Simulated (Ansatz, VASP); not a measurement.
**One calculation of TaAl5, two programs**

The input INCAR:

```
  PREC = Accurate
  ENCUT = 520
  EDIFF = 1E-6
  ISMEAR = 0
  SIGMA = 0.1
  LREAL = False
  LASPH = True
  NELM = 60
  ALGO = Fast
  ISIF = 2
  LWAVE = False
  LCHARG = False
  GGA = PE
  NBANDS = 22
```

File KPOINTS:

```
regular mesh
0
Gamma
  6 6 4
```

The input POSCAR:

```
TaAl5
1.0
    5.1924897100      0.0000000000      0.0000000000
   -2.5962448600      4.4968280000      0.0000000000
    0.0000000000      0.0000000000      4.2442477600
Ta Al
1 5
Direct
    0.0000000000      0.0000000000      0.0000000000
    0.0000000000      0.5000000000      0.5000000000
    0.3333333300      0.6666666700      0.0000000000
    0.6666666700      0.3333333300      0.0000000000
    0.5000000000      0.0000000000      0.5000000000
    0.5000000000      0.5000000000      0.5000000000
```

Input for Ansatz:

```yaml
crystal:
  lattice:
    - [5.19248971, 0.0, 0.0]
    - [-2.59624486, 4.496828, 0.0]
    - [0.0, 0.0, 4.24424776]
  atoms:
    - { symbol: Ta, position: [0.0, 0.0, 0.0] }
    - { symbol: Al, position: [0.0, 0.5, 0.5] }
    - { symbol: Al, position: [0.33333333, 0.66666667, 0.0] }
    - { symbol: Al, position: [0.66666667, 0.33333333, 0.0] }
    - { symbol: Al, position: [0.5, 0.0, 0.5] }
    - { symbol: Al, position: [0.5, 0.5, 0.5] }
basis:
  ecutwfc: 420
kpoints:
  mp_grid: { grid: [6, 6, 4] }
hamiltonian:
  xc: pbe
scf:
  occupations: { method: gaussian, width: 0.1 }
  lower_state_search: "off"
output:
  forces: true
  stress: true
  eigenvalues: true
```

Change from the starting cell: species swapped into the LuNi5 type (P6/mmm, No. 191).

Alike in both runs: task single point; functional PBE; k mesh 6 × 6 × 4; occupations gaussian, width 0.1 eV; no spin polarisation.

|  | VASP | Ansatz |
| --- | --- | --- |
| version | VASP 6.6.1 | Ansatz 0.2.0 |
| potentials or method | VASP PAW PBE potentials, release 64 (Ta_pv, Al), cutoff 520 eV | scalar-relativistic, plane waves, PAW |
| valence electrons in the cell | 26 | 28 |

|  | VASP | Ansatz | Ansatz less VASP |
| --- | --- | --- | --- |
| gap on the k mesh at the Fermi level (eV) | none | none | - |
| pressure (GPa) | 1.7 | 1.7 | +0.01 |
| traceless stress, the component that is largest in VASP (GPa) | 4.51 | 4.50 | -0.005 |

A gap of «none» marks a metal or a gap that the smearing closes. VASP's potentials hold 26 valence electrons a cell and Ansatz's 28, so a difference there can come from the potentials and not from the codes.

The k mesh is coarse, so the values compare programs but aren't converged. Neither program's run includes spin-orbit coupling.
